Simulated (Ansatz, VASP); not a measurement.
**Two plane-wave programs on ScAl3As4**

```
Sc Al As
1.0
     6.11103    0.00000   -0.00203
     0.00000    3.80325    0.00000
    -0.17502    0.00000    6.60937
Sc Al As
1 3 4
Direct
  0.50000 0.50000 0.00000
  0.00000 0.50000 0.00000
  0.50000 0.00000 0.50000
  0.00000 0.00000 0.50000
  0.74833 0.50000 0.65991
  0.25167 0.50000 0.34009
  0.22861 0.00000 0.82989
  0.77139 0.00000 0.17011
```

Change from the starting cell: species swapped into the Mn3CrP4 type (Pm, No. 6).

Alike in both runs: functional PBE; k mesh 6 × 8 × 6; occupations gaussian, width 0.1 eV; no spin polarisation.

Ansatz relaxed the structure, and its values are those at the end. VASP's run is a single point on that final structure, the one shown.

|  | VASP | Ansatz |
| --- | --- | --- |
| version | VASP 6.6.1 | Ansatz 0.2.0 |
| potentials or method | VASP PAW PBE potentials, release 64 (Sc_sv, Al, As), cutoff 520 eV | scalar-relativistic, plane waves, PAW |
| valence electrons in the cell | 40 | 80 |

|  | VASP | Ansatz | Ansatz less VASP |
| --- | --- | --- | --- |
| gap on the k mesh at the Fermi level (eV) | none | none | - |
| pressure (GPa) | 0.2 | 0.0 | -0.23 |
| rms of the force components (eV/Å) | 0.003 | 0.003 | -0.0004 |

A gap of «none» marks a metal or a gap that the smearing closes. The functional is the same, so the differences come from potentials, cutoffs and numerics. VASP's potentials hold 40 valence electrons a cell and Ansatz's 80, so a difference there can come from the potentials and not from the codes.
